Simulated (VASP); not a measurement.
Input of a VASP 6.6.1 run:

INCAR

```
SYSTEM = TiAl3
ALGO = Fast
EDIFF = 1E-6
ENCUT = 520
GGA = PE
ISIF = 2
ISMEAR = 0
LASPH = .True.
LCHARG = .False.
LREAL = .False.
LWAVE = .False.
NBANDS = 18
NELM = 80
PREC = Accurate
SIGMA = 0.15
```

Contents of KPOINTS:

```
k-points
0
Gamma
  14 14 14
  0 0 0
```

The input POSCAR:

```
TiAl3
1.0
   -1.8520203317      1.9931376289      4.3111351100
    1.8520203317     -1.9931376289      4.3111351100
    1.8520203317      1.9931376289     -4.3111351100
Ti Al
1 3
Direct
    0.0000000000      0.0000000000      0.0000000000
    0.5000000000      0.5000000000      0.0000000000
    0.7500000000      0.2500000000      0.5000000000
    0.2500000000      0.7500000000      0.5000000000
```

Potentials or basis: VASP PAW PBE potentials, release 64 (Ti_sv, Al).

The run is started by

```console
$ cat potpaw_PBE.64/Ti_sv/POTCAR potpaw_PBE.64/Al/POTCAR > POTCAR
$ mpirun -np 1 vasp_std > vasp.out
```

Task: What does it give for the band gap on the k mesh?

Result: Zero (an odd number of electrons rules out a gap without spin polarisation).

Task: Estimate the largest force.

Result: 0.037 eV/Å.

Task: Estimate the pressure.

Result: 0.2 GPa.

Stress tensor (GPa, compression positive):
```
 3.93  0.00  0.00
 0.00 -3.92  0.00
 0.00  0.00  0.62
```

Caveat: the cell differs from its parent crystal (normal strain along x -0.0367, normal strain along y +0.0367); the stress differs along the axes, from -4 to 4 GPa.
